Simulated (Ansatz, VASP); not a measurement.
# CoSi2: VASP beside Ansatz

```
Co Si
1.0
     5.31251    0.00000    0.00000
     0.00000   -5.31251    0.00000
     0.00000    0.00000   -5.31251
Co Si
4 8
Direct
  0.96672 0.96672 0.00000
  0.50000 0.50000 0.00000
  0.50000 0.00000 0.50000
  0.00000 0.50000 0.50000
  0.25000 0.25000 0.25000
  0.75000 0.75000 0.25000
  0.75000 0.25000 0.75000
  0.25000 0.75000 0.75000
  0.75000 0.75000 0.75000
  0.25000 0.25000 0.75000
  0.25000 0.75000 0.25000
  0.75000 0.25000 0.25000
```

Alike in both runs: task single point; functional PBEsol; k mesh 10 × 10 × 10; occupations gaussian, width 0.15 eV; no spin polarisation.

|  | VASP | Ansatz |
| --- | --- | --- |
| version | VASP 6.6.1 | Ansatz 0.2.0 |
| potentials or method | VASP PAW PBE potentials, release 64 (Co, Si), cutoff 520 eV | scalar-relativistic, plane waves, PAW |
| valence electrons in the cell | 68 | 100 |

Ansatz gave:

```
gap on the k mesh at the Fermi level (eV)                     : none
pressure (GPa)                                                : 1.5
traceless stress, the component that is largest in VASP (GPa) : -1.43
rms of the force components (eV/Å)                            : 0.763
```

What did VASP give for the same quantities?

gap on the k mesh at the Fermi level (eV): none; pressure (GPa): 1.7; traceless stress, the component that is largest in VASP (GPa): -1.46; rms of the force components (eV/Å): 0.773.

VASP's potentials were made for PBE, not for PBEsol. Atom by atom the forces differ by 0.012 eV/Å (rms over components). A gap of «none» marks a metal or a gap that the smearing closes. The functional is the same, so the differences come from potentials, cutoffs and numerics. VASP's potentials hold 68 valence electrons a cell and Ansatz's 100, so a difference there can come from the potentials and not from the codes.
